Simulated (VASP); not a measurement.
A run of VASP 6.6.1 is set up as follows.

Contents of INCAR:

```
SYSTEM = HPd16S
  ALGO = Normal
  EDIFF = 1E-7
  ENCUT = 520
  GGA = CA
  ISIF = 2
  ISMEAR = -1
  LASPH = .True.
  LCHARG = .False.
  LREAL = Auto
  LWAVE = .False.
  NBANDS = 98
  NELM = 100
  PREC = Accurate
  SIGMA = 0.002
```

KPOINTS

```
k-points
0
Gamma
  3 3 1
  0 0 0
```

POSCAR

```
HPd16S
1.0
    5.5012910000      0.0000000000      0.0000000000
    0.0000000000      5.5012910000      0.0000000000
    0.0000000000      0.0000000000     19.8350000000
Pd S H
16 1 1
Direct
    0.2499958646      0.2499958646      0.0504159314
    0.7500057714      0.2499958646      0.0504159314
    0.2499958646      0.7500057714      0.0504159314
    0.7500057714      0.7500057714      0.0504159314
    0.0000363551      0.0000000000      0.1483992942
    0.4999917292      0.0000000000      0.1483841694
    0.0000181776      0.4999735517      0.1483992942
    0.5000099068      0.4999917292      0.1484194605
    0.2500140422      0.2499776871      0.2465944038
    0.7499694163      0.2499958646      0.2465843206
    0.2500322197      0.7500239489      0.2465843206
    0.7499148836      0.7500421265      0.2465994454
    0.0000363551      0.0000727102      0.3438769851
    0.4999735517      0.0000727102      0.3439979834
    0.0000545327      0.4999371966      0.3439021931
    0.4999371966      0.4999190190      0.3439626922
    0.4837046431      0.2599935179      0.5432972019
    0.3190160273      0.1427846664      0.5828384169
```

Potentials or basis: VASP PAW LDA potentials, release 64 (Pd, S, H).

Command:

```sh
$ cat potpaw_LDA.64/Pd/POTCAR potpaw_LDA.64/S/POTCAR potpaw_LDA.64/H/POTCAR > POTCAR
$ mpirun -np 1 vasp_std > vasp.out
```

Problem. Estimate the largest force.

Solution. 0.680 eV/Å.

Problem. What does it give for the band gap on the k mesh?

Solution. Zero (an odd number of electrons rules out a gap without spin polarisation).

Forces on the atoms (eV/Å):
```
Pd   0.007  0.001  0.657
Pd  -0.015  0.000  0.661
Pd   0.008  0.006  0.660
Pd   0.001 -0.004  0.680
Pd   0.009  0.003 -0.071
Pd  -0.007  0.006 -0.055
Pd  -0.001 -0.005 -0.080
Pd  -0.003 -0.008 -0.044
Pd   0.008 -0.003 -0.002
Pd  -0.003  0.000 -0.015
Pd   0.014  0.004 -0.011
Pd  -0.024  0.007  0.007
Pd   0.002  0.024 -0.542
Pd  -0.002  0.019 -0.375
Pd   0.013 -0.019 -0.531
Pd  -0.022 -0.021 -0.419
S    0.019 -0.039 -0.318
H   -0.003  0.029 -0.204
```

Caveat: the k points lie up to 0.38 Å⁻¹ apart, too coarse for converged energies and pressures of a metal; there is no dipole correction, which matters where the two faces differ.
